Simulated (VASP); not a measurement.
Set up this calculation in VASP 6.6.1, as the native input.

| Item | Value |
| --- | --- |
| Task | single point |
| Functional | HSE06 |
| Potentials or basis | VASP PAW PBE potentials, release 64 (Ag, I) |
| Cutoff | 400 eV |
| k mesh | 6 × 6 × 2 |
| Occupations | gaussian, width 0.01 eV |
| Spin | no spin polarisation |
| Dipole correction | no |
| Grid for exact exchange (PRECFOCK) | Normal |
| Further INCAR settings | ALGO = Normal; EDIFF = 1e-06; NBANDS = 26 |
| Share of exact exchange | 0.25 |
| Screening parameter | 0.2079 1/Å |

Crystal: AgI.

```
CELL_PARAMETERS angstrom
4.65084 0.00000 0.00000
-2.32542 4.02775 0.00000
0.00000 0.00000 7.59926
ATOMIC_POSITIONS crystal
Ag 0.33333 0.66667 0.00000
Ag 0.66667 0.33333 0.50000
I 0.33333 0.66667 0.37500
I 0.66667 0.33333 0.87500
```

The input as run:

POSCAR

```
AgI
1.0
    4.6508441734      0.0000000000      0.0000000000
   -2.3254220867      4.0277492032      0.0000000000
    0.0000000000      0.0000000000      7.5992557289
Ag I
2 2
Direct
    0.3333333333      0.6666666667      0.0000049601
    0.6666666667      0.3333333333      0.5000049601
    0.3333333333      0.6666666667      0.3749950399
    0.6666666667      0.3333333333      0.8749950399
```

INCAR.step1

```
SYSTEM = AgI
  PREC = Accurate
  ENCUT = 400
  EDIFF = 1E-5
  ISMEAR = 0
  SIGMA = 0.01
  LREAL = .False.
  LASPH = .True.
  NELM = 120
  ALGO = Normal
  ISIF = 2
  LWAVE = .True.
  LCHARG = .False.
  GGA = PE
  NBANDS = 26
  GGA_COMPAT = .False.
  KPAR = 4
```

INCAR.step2

```
SYSTEM = AgI
  PREC = Accurate
  ENCUT = 400
  EDIFF = 1E-6
  ISMEAR = 0
  SIGMA = 0.01
  LREAL = .False.
  LASPH = .True.
  NELM = 120
  ALGO = Normal
  ISIF = 2
  LWAVE = .False.
  LCHARG = .False.
  GGA = PE
  LHFCALC = .True.
  HFSCREEN = 0.2079
  PRECFOCK = Normal
  ISTART = 1
  NBANDS = 26
  GGA_COMPAT = .False.
  KPAR = 4
```

KPOINTS

```
Automatic mesh
0
Gamma
  6 6 2
  0 0 0
```

Potentials or basis: VASP PAW PBE potentials, release 64 (Ag, I).

The run is started by

```sh
$ cat potpaw_PBE.64/Ag/POTCAR potpaw_PBE.64/I/POTCAR > POTCAR
$ cp INCAR.step1 INCAR
$ mpirun -np 4 vasp_std > vasp.out
$ cp INCAR.step2 INCAR
$ mpirun -np 4 vasp_std > vasp.out
```

Results of the run:

```yaml
Pressure: 0.3 GPa
Band_gap_on_the_k_mesh: 2.51 eV
```

Caveat: the PAW data sets were made with another functional, which shifts forces and pressure a little; spin-orbit coupling is left out, which moves the levels of the heavy elements.

It took 10 min on 4 MPI ranks on AMD EPYC 9R45 96-Core Processor (Zen 5), with other jobs on the host, peak memory 0.33 GiB a rank.
